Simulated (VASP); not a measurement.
# Ag (Fm-3m) in VASP: notebook

Runs on Ag. Level: PBEsol. Tasks: single point, relaxation of cell and atoms.

Everything below comes from runs of VASP 6.6.1. Logs are shortened: lines on timing, memory, paths and dates and some standing lists are left out, and cuts for length are marked.

### Step 1. The cell of the first run

Symmetry: Fm-3m, No. 225, cubic system. Conventional cell: a = 4.054 Å, b = 4.054 Å, c = 4.054 Å, α = 90.00°, β = 90.00°, γ = 90.00°. Ag (site symmetry m-3m) has 12 Ag at 2.87 Å within 3.8 Å.

### Step 2. Single point, PBEsol

File INCAR:

```
SYSTEM = Ag
ALGO = Fast
EDIFF = 1E-7
ENCUT = 520
GGA = PS
ISIF = 2
ISMEAR = 0
LASPH = .TRUE.
LCHARG = .FALSE.
LREAL = .FALSE.
LWAVE = .FALSE.
NBANDS = 12
NELM = 80
PREC = Accurate
SIGMA = 0.1
```

File KPOINTS:

```
k-points
0
G
  18 18 18
  0 0 0
```

File POSCAR:

```
Ag
1.0
    0.0000000000      2.0272070346      2.0272070346
    2.0272070346      0.0000000000      2.0272070346
    2.0272070346      2.0272070346      0.0000000000
Ag
1
Direct
    0.0000000000      0.0000000000      0.0000000000
```

Potentials or basis: VASP PAW PBE potentials, release 64 (Ag).

On the command line:

```bash
cat potpaw_PBE.64/Ag/POTCAR > POTCAR
mpirun -np 1 vasp_std > vasp.out
```

OUTCAR:

```text
SYSTEM = Ag
   EDIFF = 1E-7
   ENCUT = 520
   GGA = PS
   ISIF = 2
   ISMEAR = 0
   LASPH = .TRUE.
   LREAL = .FALSE.
   NELM = 80
   PREC = Accurate

 ion  position               nearest neighbor table
   1  0.000  0.000  0.000-

  LATTYP: Found a face centered cubic cell.
 ALAT       =     4.0544140692

  Lattice vectors:

 A1 = (   0.0000000000,   2.0272070346,   2.0272070346)
 A2 = (   2.0272070346,   0.0000000000,   2.0272070346)
 A3 = (   2.0272070346,   2.0272070346,   0.0000000000)

Analysis of symmetry for initial positions (statically):
=====================================================================
 Subroutine PRICEL returns:
 Original cell was already a primitive cell.

 Routine SETGRP: Setting up the symmetry group for a
 face centered cubic supercell.

 Subroutine GETGRP returns: Found 48 space group operations
 (whereof 48 operations were pure point group operations)
 out of a pool of 48 trial point group operations.

The static configuration has the point symmetry O_h .

Analysis of symmetry for dynamics (positions and initial velocities):
=====================================================================
 Subroutine PRICEL returns:
 Original cell was already a primitive cell.

 Routine SETGRP: Setting up the symmetry group for a
 face centered cubic supercell.

 Subroutine GETGRP returns: Found 48 space group operations
 (whereof 48 operations were pure point group operations)
 out of a pool of 48 trial point group operations.

The dynamic configuration has the point symmetry O_h .

 Subroutine INISYM returns: Found 48 space group operations
 (whereof 48 operations are pure point group operations),
 and found     1 'primitive' translations

----------------------------------------------------------------------------------------

                                     Primitive cell

  volume of cell :      16.6619

  direct lattice vectors                    reciprocal lattice vectors
     0.000000000  2.027207035  2.027207035    -0.246644764  0.246644764  0.246644764
     2.027207035  0.000000000  2.027207035     0.246644764 -0.246644764  0.246644764
     2.027207035  2.027207035  0.000000000     0.246644764  0.246644764 -0.246644764

  length of vectors
     2.866903682  2.866903682  2.866903682     0.427201262  0.427201262  0.427201262

  position of ions in fractional coordinates (direct lattice)
     0.000000000  0.000000000  0.000000000

  ion indices of the primitive-cell ions
   primitive index   ion index
                 1           1

----------------------------------------------------------------------------------------

 KPOINTS: k-points

Automatic generation of k-mesh.
 Grid dimensions read from file:
 generate k-points for:   18   18   18

 Generating k-lattice:

  Cartesian coordinates                     Fractional coordinates (reciprocal lattice)
    -0.013702487  0.013702487  0.013702487     0.055555556  0.000000000  0.000000000
     0.013702487 -0.013702487  0.013702487     0.000000000  0.055555556  0.000000000
     0.013702487  0.013702487 -0.013702487     0.000000000  0.000000000  0.055555556

  Length of vectors
     0.023733403  0.023733403  0.023733403

  Shift w.r.t. Gamma in fractional coordinates (k-lattice)
     0.000000000  0.000000000  0.000000000

 Subroutine IBZKPT returns following result:
 ===========================================

 Found    195 irreducible k-points:

 Following reciprocal coordinates:
            Coordinates               Weight
  0.000000  0.000000  0.000000      1.000000
  0.055556  0.000000  0.000000      8.000000
  0.111111  0.000000  0.000000      8.000000
  0.166667  0.000000  0.000000      8.000000
  0.222222  0.000000  0.000000      8.000000
  0.277778  0.000000  0.000000      8.000000
[... 16 lines left out ...]
 -0.277778  0.055556  0.000000     24.000000
 -0.222222  0.055556  0.000000     24.000000
 [... further k-points ...]
   k-points           NKPTS =    195   k-points in BZ     NKDIM =    195   number of bands    NBANDS=     12
   number of dos      NEDOS =    301   number of ions     NIONS =      1
   total plane-waves  NPLWV =  13824
   dimension x,y,z NGX =    24 NGY =   24 NGZ =   24
   dimension x,y,z NGXF=    48 NGYF=   48 NGZF=   48
   ions per type =               1
   NGX,Y,Z   is equivalent  to a cutoff of  13.92, 13.92, 13.92 a.u.
   NGXF,Y,Z  is equivalent  to a cutoff of  27.83, 27.83, 27.83 a.u.
 SYSTEM =  Ag
   PREC   = accura    normal or accurate (medium, high low for compatibility)
   ISTART =      0    job   : 0-new  1-cont  2-samecut
   ICHARG =      2    charge: 1-file 2-atom 10-const
   ISPIN  =      1    spin polarized calculation?
   LNONCOLLINEAR =      F non collinear calculations
   LSORBIT =      F    spin-orbit coupling
   LASPH  =      T    aspherical Exc in radial PAW
   ENCUT  =  520.0 eV  38.22 Ry    6.18 a.u.   5.33  5.33  5.33*2*pi/ulx,y,z
   NELM   =     80;   NELMIN=  2; NELMDL= -5     # of ELM steps
   EDIFF  = 0.1E-06   stopping-criterion for ELM
   LREAL  =      F    real-space projection
   EDIFFG = 0.1E-05   stopping-criterion for IOM
   NSW    =      0    number of steps for IOM
   IBRION =     -1    ionic relax: 0-MD 1-quasi-New 2-CG
   NFREE  =      0    steps in history (QN), initial steepest desc. (CG)
   ISIF   =      2    stress and relaxation
   ISYM   =      2    0-nonsym 1-usesym 2-fastsym
   POTIM  = 0.5000    time-step for ionic-motion
   TEBEG  =    0.0;   TEEND  =   0.0 temperature during run
   PSTRESS=    0.0 pullay stress
   NELECT =      11.0000    total number of electrons
   NUPDOWN=      -1.0000    fix difference up-down
   EMIN   =  10.00;   EMAX   =-10.00  energy-range for DOS
   EFERMI =   0.00;   METHOD = LEGACY
   ISMEAR =     0;   SIGMA  =   0.10  broadening in eV -4-tet -1-fermi 0-gaus
   EFERMI_NEDOS =   21; number of points for ismear=-14 and -15
   IALGO  =     68    algorithm
   IMIX   =      4    mixing-type and parameters
     AMIX     =   0.40;   BMIX     =  1.00
     AMIX_MAG =   1.60;   BMIX_MAG =  1.00
  volume/ion in A,a.u.               =      16.66       112.44
  Fermi-wavevector in a.u.,A,eV,Ry     =   1.425490  2.693786 27.647349  2.032023
  Thomas-Fermi vector in A             =   2.545869
   LORBIT       =      0    0 simple, 1 ext, 2 COOP (PROOUT), +10 PAW based schemes
   GGA     = PS    functional components
   LHFCALC =     F    Hartree Fock is set to
   AEXX    =    0.0000 exact exchange contribution
   IVDW    =     0    specifies the selected vdW correction
   LEPSILON=     F    determine dielectric tensor
   LRPA    =     F    only Hartree local field effects (RPA)
 non-spin polarized calculation
 RMM-DIIS sequential band-by-band and
 Gauss-broadening in eV      SIGMA  =   0.10
  energy-cutoff  :      520.00
  volume of cell :       16.66
 maximum number of plane-waves:       464
 NGX is ok and might be reduce to    24
   NGX = 11   NGY = 11   NGZ = 11

 number of electron      11.0000001 magnetization

 Free energy of the ion-electron system (eV)
  ---------------------------------------------------
  ext. energy  EPLUGINS =         0.00000000
  ---------------------------------------------------
  free energy    TOTEN  =        -3.31213198 eV

  energy without entropy =       -3.31116230  energy(sigma->0) =       -3.31164714

 E-fermi :   8.5070     XC(G=0): -12.5499

 val. band max:        8.4633308461   @ k =   0.5000   0.1667   0.0556
 cond. band min:       8.6539189981   @ k =   0.5000   0.3333   0.1111
 fundamental gap:      0.1905881520
 Fermi energy:         8.5069768162

 k-point     1 :       0.0000    0.0000    0.0000
  band No.  band energies     occupation
      1       0.5532      2.00000
      2       3.7017      2.00000
      3       3.7017      2.00000
      4       3.7017      2.00000
      5       4.7923      2.00000
      6       4.7923      2.00000
      7      24.5892      0.00000
      8      28.2985      0.00000
      9      28.2985      0.00000
     10      28.2985      0.00000
     11      33.1764      0.00000
     12      34.4568      0.00000

 k-point     2 :       0.0556    0.0000    0.0000
  band No.  band energies     occupation
      1       0.6518      2.00000
      2       3.6776      2.00000
      3       3.7300      2.00000
      4       3.7300      2.00000
      5       4.7811      2.00000
      6       4.7811      2.00000
      7      24.6203      0.00000
      8      27.4583      0.00000
      9      28.3472      0.00000
     10      28.3472      0.00000
     11      33.3424      0.00000
     12      34.3269      0.00000

 k-point     3 :       0.1111    0.0000    0.0000
  band No.  band energies     occupation
      1       0.9372      2.00000
      2       3.6204      2.00000
      3       3.8034      2.00000
      4       3.8034      2.00000
      5       4.7589      2.00000
      6       4.7589      2.00000
      7      24.4322      0.00000
      8      26.0145      0.00000
      9      28.4693      0.00000
     10      28.4693      0.00000
     11      32.4922      0.00000
     12      33.8829      0.00000
[... 286 lines left out ...]
 k-point    23 :      -0.2778    0.0556    0.0000
  band No.  band energies     occupation
      1       2.1903      2.00000
      2       3.8378      2.00000
      3       3.9049      2.00000
      4       4.2905      2.00000
      5       4.9386      2.00000
      6       5.4394      2.00000
      7      18.1041      0.00000
      8      24.5629      0.00000
      9      26.8394      0.00000
     10      29.3400      0.00000
     11      31.0238      0.00000
     12      31.2742      0.00000

 k-point    24 :      -0.2222    0.0556    0.0000
  band No.  band energies     occupation
      1       2.0150      2.00000
      2       3.6850      2.00000
      3       3.9583      2.00000
      4       3.9677      2.00000
      5       4.7386      2.00000
      6       5.1175      2.00000
      7      20.2622      0.00000
      8      24.8847      0.00000
      9      27.3845      0.00000
     10      30.0301      0.00000
     11      30.5002      0.00000
     12      31.5477      0.00000

 [... further k-points ...]
[... 5 lines left out ...]
  --------------------------------------------------------------------------------------
  -------------------------------------------------------------------------------------
  Total       -0.0264927     -0.0264927     -0.0264927      0.0000000      0.0000000      0.0000000
  in kB       -2.5474887     -2.5474887     -2.5474887      0.0000000      0.0000000      0.0000000
  external PRESSURE =      -2.5474887 kB  Pullay stress =       0.0000000 kB

 VOLUME and BASIS-vectors are now :
 -----------------------------------------------------------------------------
  energy-cutoff  :      520.00
  volume of cell :       16.66
      direct lattice vectors                 reciprocal lattice vectors
     0.000000000  2.027207035  2.027207035    -0.246644764  0.246644764  0.246644764
     2.027207035  0.000000000  2.027207035     0.246644764 -0.246644764  0.246644764
     2.027207035  2.027207035  0.000000000     0.246644764  0.246644764 -0.246644764

 POSITION                                       TOTAL-FORCE (eV/Angst)
 -----------------------------------------------------------------------------------
      0.00000      0.00000      0.00000         0.000000      0.000000      0.000000
 -----------------------------------------------------------------------------------
    total drift:                               -0.000000      0.000000     -0.000000

  FREE ENERGIE OF THE ION-ELECTRON SYSTEM (eV)
  ---------------------------------------------------
  free  energy   TOTEN  =        -3.3121319796 eV

  energy  without entropy=       -3.3111623001  energy(sigma->0) =       -3.31164714
```

Wall time 12 s (1 thread of Intel Xeon 6975P-C (Granite Rapids), shared host); peak memory 0.16 GiB.

What came out:

| Property | Result |
| --- | --- |
| Free energy | -3.3121 eV |
| Pressure | -0.3 GPa |

Levels at points of the mesh, in eV from the Fermi level:
```csv
k point,band 4,band 5,band 6,band 7,band 8,band 9
"(0.00, 0.00, 0.00)",-4.81,-3.71,-3.71,16.08,19.79,19.79
"(0.50, 0.00, 0.00)",-2.88,-2.88,-0.47,3.76,15.32,18.10
"(0.50, 0.50, 0.00)",-2.67,-2.67,1.57,6.95,10.77,10.77
```

Caveat: the PAW data sets were made with another functional, which shifts forces and pressure a little.

### Step 3. Relaxation of cell and atoms, PBEsol

This run uses another cell than the first one, of 17.06 Å³/atom, 1.024 times its volume.

File INCAR:

```
SYSTEM = Ag
PREC     = Accurate       ! precision mode
ENCUT    = 600            ! plane-wave cutoff, eV
EDIFF    = 1E-7           ! SCF threshold, eV
ISMEAR   = 0              ! smearing method
SIGMA    = 0.1            ! smearing width, eV
LREAL    = .FALSE.        ! projectors in reciprocal space
LASPH    = .TRUE.         ! aspherical terms in the spheres
NELM     = 60             ! most SCF steps
ALGO     = Normal         ! electronic algorithm
ISIF     = 3              ! what is computed and relaxed
LWAVE    = .FALSE.        ! write WAVECAR
LCHARG   = .FALSE.        ! write CHGCAR
GGA      = PS             ! functional
IBRION   = 2              ! ionic algorithm
NSW      = 100            ! ionic steps
EDIFFG   = -0.005         ! ionic threshold
```

File KPOINTS:

```
Automatic mesh
0
G
  18 18 18
  0 0 0
```

File POSCAR:

```
Ag
1.0
    0.0000000000      2.0431000000      2.0431000000
    2.0431000000      0.0000000000      2.0431000000
    2.0431000000      2.0431000000      0.0000000000
Ag
1
Direct
    0.0000000000      0.0000000000      0.0000000000
```

Potentials or basis: VASP PAW PBE potentials, release 64 (Ag).

On the command line:

```bash
cat potpaw_PBE.64/Ag/POTCAR > POTCAR
mpirun -np 1 vasp_std > vasp.out
```

It took 21 s on 1 thread of Intel Xeon 6975P-C (Granite Rapids), shared host; peak memory 0.17 GiB.

Results (log left out):

```
Free energy                            : -3.3125 eV
Relaxed volume                         : 16.63 Å³/atom
Relaxed cell                           : a = 2.865 Å, b = 2.865 Å, c = 2.865 Å, α = 60.00°, β = 60.00°, γ = 60.00°
Space group after relaxing (to 0.05 Å) : Fm-3m (No. 225)
Energy gained by relaxing              : 3.9 meV/atom
Ionic steps                            : 3
Pressure after relaxing                : 0.0 GPa
```

The path:
| step | energy change (eV) | largest force (eV/Å) | pressure (GPa) | volume (Å³) |
| --- | --- | --- | --- | --- |
| 1 | 0.0000 | 0.0000 | -2.83 | 17.06 |
| 2 | -0.0017 | 0.0000 | 2.36 | 16.32 |
| 3 | -0.0039 | 0.0000 | 0.00 | 16.63 |

Final structure:
```
Ag
1.0
     0.00000    2.02593    2.02593
     2.02593    0.00000    2.02593
     2.02593    2.02593    0.00000
Ag
1
Direct
  0.00000 0.00000 0.00000
```

Levels at points of the mesh, in eV from the Fermi level:
```tsv
k point	band 2	band 3	band 4	band 5	band 6	band 7	band 8	band 9
(0.00, 0.00, 0.00)	-4.81	-4.81	-4.81	-3.72	-3.72	16.09	19.81	19.81
(0.50, 0.00, 0.00)	-4.84	-4.84	-2.88	-2.88	-0.48	3.77	15.32	18.12
(0.50, 0.50, 0.00)	-6.39	-2.92	-2.67	-2.67	1.57	6.96	10.78	10.78
```

Caveat: the PAW data sets were made with another functional, which shifts forces and pressure a little.

### Step 4. Single point, PBEsol

File INCAR:

```
ALGO = Normal
EDIFF = 1E-6
ENCUT = 520
GGA = PS
ISIF = 2
ISMEAR = 0
LASPH = True
LCHARG = False
LREAL = False
LWAVE = False
NBANDS = 12
NELM = 60
PREC = Accurate
SIGMA = 0.15
```

File KPOINTS:

```
k-points
0
Gamma
  26 26 26
```

File POSCAR:

```
Ag
1.0
    0.0000000000      2.0272070345      2.0272070345
    2.0272070345      0.0000000000      2.0272070345
    2.0272070345      2.0272070345      0.0000000000
Ag
1
Direct
    0.0000000000      0.0000000000      0.0000000000
```

On the command line:

```bash
cat potpaw_PBE.64/Ag/POTCAR > POTCAR
mpirun -np 1 vasp_std > vasp.out
```

Wall time 86 s (1 thread of Intel Xeon Platinum 8375C at 2.90GHz (Ice Lake), shared host); peak memory 0.22 GiB.

It converged, with:

```yaml
Free_energy: -3.3117 eV
Pressure: -0.3 GPa
```

Levels at points of the mesh, in eV from the Fermi level:
| k point | band 2 | band 3 | band 4 | band 5 | band 6 | band 7 | band 8 | band 9 | band 10 | band 11 |
| --- | --- | --- | --- | --- | --- | --- | --- | --- | --- | --- |
| (0.00, 0.00, 0.00) | -4.89 | -4.89 | -4.89 | -3.80 | -3.80 | 16.00 | 19.71 | 19.71 | 19.71 | 24.59 |
| (0.50, 0.00, 0.00) | -4.91 | -4.91 | -2.97 | -2.97 | -0.56 | 3.68 | 15.24 | 18.01 | 18.01 | 23.12 |
| (0.50, 0.50, 0.00) | -6.46 | -3.00 | -2.75 | -2.75 | 1.48 | 6.86 | 10.68 | 10.68 | 17.40 | 17.49 |

Caveat: the PAW data sets were made with another functional, which shifts forces and pressure a little.

### Step 5. Summary

```csv
task,cell,k mesh,cutoff (eV),smearing,gap on the mesh (eV),pressure (GPa)
single point,"a = 2.867 Å, angles 60.0°, 1 atom",18 × 18 × 18,520,gaussian 0.1 eV,none,-0.3
relaxation of cell and atoms,"relaxed from a = 2.889 Å, angles 60.0°, 1 atom",18 × 18 × 18,600,gaussian 0.1 eV,none,0.0
single point,"a = 2.867 Å, angles 60.0°, 1 atom",26 × 26 × 26,520,gaussian 0.15 eV,none,-0.3
```

Alike in all rows: level PBEsol; potentials or basis VASP PAW PBE potentials, release 64 (Ag); no spin polarisation.

Caveats: the PAW data sets were made with another functional, which shifts forces and pressure a little.

Absolute energies hang on the potentials; compare differences alone.
